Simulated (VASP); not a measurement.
Ge, 4 atoms in the cell. The structure is hexagonal, space group P6_3/mmc (No. 194). Conventional cell: a = 3.990 Å, b = 3.990 Å, c = 6.580 Å, α = 90.00°, β = 90.00°, γ = 120.00°. Within 3.2 Å of Ge (site symmetry 3m) lie 4 Ge at 2.45 to 2.47 Å. This isn't the form of Ge at room conditions, which is diamond.

| Property | Result |
| --- | --- |
| Program | VASP 6.6.1 |
| Task | relaxation of cell and atoms |
| Functional | PBEsol |
| Potentials or basis | VASP PAW PBE potentials, release 64 (Ge_d) |
| Cutoff | 500 eV |
| k mesh | 10 × 10 × 6 |
| Occupations | gaussian, width 0.01 eV |
| Spin | no spin polarisation |
| Dipole correction | no |
| Further INCAR settings | ALGO = Normal; EDIFF = 1e-07; IBRION = 2; EDIFFG = -0.002; NSW = 80; ISIF = 3 |

Potentials or basis: VASP PAW PBE potentials, release 64 (Ge_d).

Launch:

```sh
$ cat potpaw_PBE.64/Ge_d/POTCAR > POTCAR
$ mpirun -np 1 vasp_std > vasp.out
```

Hardware: 1 thread of AMD EPYC 9R45 96-Core Processor (Zen 5), on a shared host.

Q: Estimate the wall time of this run.

A: It took 8.4 min on 1 thread of AMD EPYC 9R45 96-Core Processor (Zen 5) (shared host), peak memory 0.24 GiB. Counts: scf iterations 79, k points 56, ion steps 13.
